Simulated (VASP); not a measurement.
# GaP (F-43m) in VASP: a series of runs

GaP is run at these levels: PBE; tasks: single point.

Program: VASP 6.6.1. These are calculated values, not measurements. Logs are shortened: lines on timing, memory, paths and dates and some standing lists are left out, and cuts for length are marked.

**1. The cell of the first run**

The structure is cubic, space group F-43m (No. 216). The conventional cell has a = 5.351 Å, b = 5.351 Å, c = 5.351 Å, α = 90.00°, β = 90.00°, γ = 90.00°. Within 3.1 Å of Ga (site symmetry -43m) lie 4 P at 2.32 Å. Within 3.1 Å of P (site symmetry -43m) lie 4 Ga at 2.32 Å.

**2. Single point, PBE**

The input, INCAR:

```
PREC = Accurate ; ENCUT = 500
EDIFF = 1E-6 ; ISMEAR = 0
SIGMA = 0.01 ; LREAL = F
LASPH = T ; NELM = 120
ALGO = Normal ; ISIF = 2
LWAVE = F ; LCHARG = F
GGA = PE ; NBANDS = 16
GGA_COMPAT = F
```

The input, KPOINTS:

```
Automatic mesh
0
Gamma
  7 7 7
```

The input, POSCAR:

```
GaP
1.0
    0.0000000000      2.6754844260      2.6754844260
    2.6754844260      0.0000000000      2.6754844260
    2.6754844260      2.6754844260      0.0000000000
Ga P
1 1
Direct
    0.0000000000      0.0000000000      0.0000000000
    0.2500000000      0.2500000000      0.2500000000
```

Potentials or basis: VASP PAW PBE potentials, release 64 (Ga_d, P).

Started as:

```sh
$ cat potpaw_PBE.64/Ga_d/POTCAR potpaw_PBE.64/P/POTCAR > POTCAR
$ mpirun -np 1 vasp_std > vasp.out
```

OUTCAR:

```text
PREC = Accurate
   ENCUT = 500
   EDIFF = 1E-6
   ISMEAR = 0
   LREAL = F
   LASPH = T
   NELM = 120
   ISIF = 2
   GGA = PE

 ion  position               nearest neighbor table
   1  0.000  0.000  0.000-   2 2.32   2 2.32   2 2.32   2 2.32
   2  0.250  0.250  0.250-   1 2.32   1 2.32   1 2.32   1 2.32

  LATTYP: Found a face centered cubic cell.
 ALAT       =     5.3509688520

  Lattice vectors:

 A1 = (   0.0000000000,   2.6754844260,   2.6754844260)
 A2 = (   2.6754844260,   0.0000000000,   2.6754844260)
 A3 = (   2.6754844260,   2.6754844260,   0.0000000000)

Analysis of symmetry for initial positions (statically):
=====================================================================
 Subroutine PRICEL returns:
 Original cell was already a primitive cell.

 Routine SETGRP: Setting up the symmetry group for a
 face centered cubic supercell.

 Subroutine GETGRP returns: Found 24 space group operations
 (whereof 24 operations were pure point group operations)
 out of a pool of 48 trial point group operations.

The static configuration has the point symmetry T_d .

Analysis of symmetry for dynamics (positions and initial velocities):
=====================================================================
 Subroutine PRICEL returns:
 Original cell was already a primitive cell.

 Routine SETGRP: Setting up the symmetry group for a
 face centered cubic supercell.

 Subroutine GETGRP returns: Found 24 space group operations
 (whereof 24 operations were pure point group operations)
 out of a pool of 48 trial point group operations.

The dynamic configuration has the point symmetry T_d .

 Subroutine INISYM returns: Found 24 space group operations
 (whereof 24 operations are pure point group operations),
 and found     1 'primitive' translations

----------------------------------------------------------------------------------------

                                     Primitive cell

  volume of cell :      38.3034

  direct lattice vectors                    reciprocal lattice vectors
     0.000000000  2.675484426  2.675484426    -0.186882045  0.186882045  0.186882045
     2.675484426  0.000000000  2.675484426     0.186882045 -0.186882045  0.186882045
     2.675484426  2.675484426  0.000000000     0.186882045  0.186882045 -0.186882045

  length of vectors
     3.783706361  3.783706361  3.783706361     0.323689196  0.323689196  0.323689196

[... 73 lines left out ...]
   ENCUT  =  500.0 eV  36.75 Ry    6.06 a.u.   6.90  6.90  6.90*2*pi/ulx,y,z
   NELM   =    120;   NELMIN=  2; NELMDL= -5     # of ELM steps
   EDIFF  = 0.1E-05   stopping-criterion for ELM
   LREAL  =      F    real-space projection
   EDIFFG = 0.1E-04   stopping-criterion for IOM
   NSW    =      0    number of steps for IOM
   IBRION =     -1    ionic relax: 0-MD 1-quasi-New 2-CG
   NFREE  =      0    steps in history (QN), initial steepest desc. (CG)
   ISIF   =      2    stress and relaxation
   ISYM   =      2    0-nonsym 1-usesym 2-fastsym
   POTIM  = 0.5000    time-step for ionic-motion
   TEBEG  =    0.0;   TEEND  =   0.0 temperature during run
   PSTRESS=    0.0 pullay stress
   NELECT =      18.0000    total number of electrons
   NUPDOWN=      -1.0000    fix difference up-down
   EMIN   =  10.00;   EMAX   =-10.00  energy-range for DOS
   EFERMI =   0.00;   METHOD = LEGACY
   ISMEAR =     0;   SIGMA  =   0.01  broadening in eV -4-tet -1-fermi 0-gaus
   EFERMI_NEDOS =   21; number of points for ismear=-14 and -15
   IALGO  =     38    algorithm
   IMIX   =      4    mixing-type and parameters
     AMIX     =   0.40;   BMIX     =  1.00
     AMIX_MAG =   1.60;   BMIX_MAG =  1.00
  volume/ion in A,a.u.               =      19.15       129.24
  Fermi-wavevector in a.u.,A,eV,Ry     =   1.272780  2.405205 22.041005  1.619968
  Thomas-Fermi vector in A             =   2.405639
   LORBIT       =      0    0 simple, 1 ext, 2 COOP (PROOUT), +10 PAW based schemes
   GGA     = PE    functional components
   LHFCALC =     F    Hartree Fock is set to
   AEXX    =    0.0000 exact exchange contribution
   IVDW    =     0    specifies the selected vdW correction
   LEPSILON=     F    determine dielectric tensor
   LRPA    =     F    only Hartree local field effects (RPA)
 non-spin polarized calculation
 Gauss-broadening in eV      SIGMA  =   0.01
  energy-cutoff  :      500.00
  volume of cell :       38.30
 maximum number of plane-waves:       984
   NGX = 13   NGY = 13   NGZ = 13

 number of electron      17.9999985 magnetization

 Free energy of the ion-electron system (eV)
  ---------------------------------------------------
  ext. energy  EPLUGINS =         0.00000000
  ---------------------------------------------------
  free energy    TOTEN  =        -9.04314349 eV

  energy without entropy =       -9.04314349  energy(sigma->0) =       -9.04314349

 E-fermi :   5.3473     XC(G=0): -10.0864

 val. band max:        5.2364985983   @ k =   0.0000   0.0000   0.0000
 cond. band min:       6.7231040571   @ k =   0.4286   0.4286   0.0000
 fundamental gap:      1.4866054587
 Fermi energy:         5.3473368167

 k-point     1 :       0.0000    0.0000    0.0000
  band No.  band energies     occupation
      1      -9.4220      2.00000
      2      -9.4220      2.00000
      3      -9.4220      2.00000
      4      -9.3042      2.00000
      5      -9.3042      2.00000
      6      -7.6862      2.00000
[... 357 lines left out ...]
      3      -9.3537      2.00000
      4      -9.3225      2.00000
      5      -9.2938      2.00000
      6      -4.4666      2.00000
[... 8 lines left out ...]
     15      17.0326      0.00000
     16      19.7377      0.00000

------------------------ aborting loop because EDIFF is reached ----------------------------------------

  FORCE on cell =-STRESS in cart. coord.  units (eV):
  Direction    XX          YY          ZZ          XY          YZ          ZX
  --------------------------------------------------------------------------------------
  -------------------------------------------------------------------------------------
  Total        1.8800086      1.8800086      1.8800086      0.0000000      0.0000000      0.0000000
  in kB       78.6381226     78.6381226     78.6381226      0.0000000      0.0000000      0.0000000
  external PRESSURE =      78.6381226 kB  Pullay stress =       0.0000000 kB

 VOLUME and BASIS-vectors are now :
 -----------------------------------------------------------------------------
  energy-cutoff  :      500.00
  volume of cell :       38.30
      direct lattice vectors                 reciprocal lattice vectors
     0.000000000  2.675484426  2.675484426    -0.186882045  0.186882045  0.186882045
     2.675484426  0.000000000  2.675484426     0.186882045 -0.186882045  0.186882045
     2.675484426  2.675484426  0.000000000     0.186882045  0.186882045 -0.186882045

 POSITION                                       TOTAL-FORCE (eV/Angst)
 -----------------------------------------------------------------------------------
      0.00000      0.00000      0.00000         0.000000      0.000000      0.000000
      1.33774      1.33774      1.33774        -0.000000     -0.000000     -0.000000
 -----------------------------------------------------------------------------------
    total drift:                                0.000001      0.000001      0.000001

  FREE ENERGIE OF THE ION-ELECTRON SYSTEM (eV)
  ---------------------------------------------------
  free  energy   TOTEN  =        -9.0431434921 eV

  energy  without entropy=       -9.0431434921  energy(sigma->0) =       -9.04314349
```

OSZICAR:

```text
N       E                     dE             d eps       ncg     rms          rms(c)
DAV:   1     0.764837431585E+02    0.76484E+02   -0.89247E+03   680   0.164E+03
DAV:   2    -0.345010769319E+01   -0.79934E+02   -0.76661E+02   712   0.306E+02
DAV:   3    -0.924145821964E+01   -0.57914E+01   -0.57706E+01   784   0.633E+01
DAV:   4    -0.932940709735E+01   -0.87949E-01   -0.87929E-01   800   0.843E+00
DAV:   5    -0.933105613256E+01   -0.16490E-02   -0.16490E-02   800   0.105E+00    0.453E+00
DAV:   6    -0.907443089112E+01    0.25663E+00   -0.38021E-01   992   0.112E+01    0.303E+00
DAV:   7    -0.904236837366E+01    0.32063E-01   -0.10783E-01   816   0.230E+00    0.118E+00
DAV:   8    -0.904262147362E+01   -0.25310E-03   -0.14140E-02   736   0.146E+00    0.247E-01
DAV:   9    -0.904301904073E+01   -0.39757E-03   -0.13590E-03   784   0.483E-01    0.757E-02
DAV:  10    -0.904307857655E+01   -0.59536E-04   -0.11210E-04   976   0.132E-01    0.341E-02
DAV:  11    -0.904314377451E+01   -0.65198E-04   -0.86333E-05   736   0.764E-02    0.552E-03
DAV:  12    -0.904314349205E+01    0.28246E-06   -0.23594E-06   744   0.201E-02
   1 F= -.90431435E+01 E0= -.90431435E+01  d E =-.218498E-57
```

It took 31 s on 1 thread of Intel Xeon 8259CL, shared host; peak memory 0.12 GiB.

Results:

- Free energy: -9.0431 eV
- Pressure: 7.9 GPa
- Band gap on the k mesh: 1.49 eV (least direct gap 2.29 eV)

Caveat: the cell stands under pressure; an odd mesh through Γ misses points on the zone boundary, where band edges can lie.

(Part 1 of 2 ends here.)
